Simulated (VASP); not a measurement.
Wanted: the native input for a VASP 6.6.1 run.

```
Task                   : single point
Functional             : PBE
Dispersion             : D3(BJ)
Potentials or basis    : VASP PAW PBE potentials, release 64 (Pb_d, S)
Cutoff                 : 520 eV
k mesh                 : 12 × 12 × 12
Occupations            : gaussian, width 0.1 eV
Spin                   : no spin polarisation
Dipole correction      : no
Further INCAR settings : ALGO = Normal; EDIFF = 1e-07; NBANDS = 17
```

The structure of PbS lies in POSCAR:

```
PbS
1.0
    3.8958520703      0.0000000000      0.0000000000
   -1.9479260351      3.3739068622      0.0000000000
    0.0000000000      0.0000000000      3.7526063235
Pb S
1 1
Direct
    0.0000000000      0.0000000000      0.0000000000
    0.6666666667      0.3333333333      0.5000000000
```

This cell differs from its parent crystal: volume scaled by 0.94, then relaxed in part.

These files were run (other wordings do the same):

INCAR

```
PREC = Accurate
ENCUT = 520
EDIFF = 1E-7
ISMEAR = 0
SIGMA = 0.1
LREAL = False
LASPH = True
NELM = 100
ALGO = Normal
ISIF = 2
LWAVE = False
LCHARG = True
GGA = PE
IVDW = 12
LELF = True
LVHAR = True
NBANDS = 17
```

KPOINTS

```
regular mesh
0
Gamma
  12 12 12
```

Potentials or basis: VASP PAW PBE potentials, release 64 (Pb_d, S).

Launch:

```sh
$ cat potpaw_PBE.64/Pb_d/POTCAR potpaw_PBE.64/S/POTCAR > POTCAR
$ mpirun -np 1 vasp_std > vasp.out
```

Results of the run:

```yaml
Pressure: 3.2 GPa
Band_gap_on_the_k_mesh: zero (band 10 reaches 6.79 eV, above the bottom of band 11 at 5.61 eV)
Dispersion_energy_per_atom: -0.368 eV
```

Caveat: spin-orbit coupling is left out, which moves the levels of the heavy elements; pairwise dispersion overbinds metals, which lowers pressure and volume.

Wall time 57 s on 1 thread of AMD EPYC 9R14 (Zen 4), on a shared host, peak memory 0.22 GiB.
